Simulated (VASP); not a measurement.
A run of VASP 6.6.1 is set up as follows.

File INCAR:

```
PREC = Accurate
ENCUT = 520
EDIFF = 1E-6
ISMEAR = -1
SIGMA = 0.1
LREAL = False
LASPH = True
NELM = 100
ALGO = Normal
ISIF = 2
LWAVE = False
LCHARG = True
LELF = True
LVHAR = True
NBANDS = 18
```

KPOINTS

```
regular mesh
0
Gamma
  8 8 6
```

File POSCAR:

```
FePb
1.0
    3.2000000000      0.0000000000      0.0000000000
    0.0000000000      3.2000000000      0.0000000000
    0.0000000000      0.0000000000      4.1000000000
Fe Pb
1 1
Direct
    0.0000000000      0.0000000000      0.0000000000
    0.5000000000      0.5000000000      0.5000000000
```

Potentials or basis: VASP PAW LDA potentials, release 64 (Fe, Pb_d).

Command:

```sh
$ cat potpaw_LDA.64/Fe/POTCAR potpaw_LDA.64/Pb_d/POTCAR > POTCAR
$ mpirun -np 1 vasp_std > vasp.out
```

(1) Estimate the pressure.

(2) Predict the band gap on the k mesh.

Results:

(1) -17.2 GPa.

(2) zero (bands 11 and 12 overlap by 0.55 eV).

Caveat: the cell stands under tension; spin-orbit coupling is left out, which moves the levels of the heavy elements; the run has no spin polarisation, though such a crystal can be magnetic.
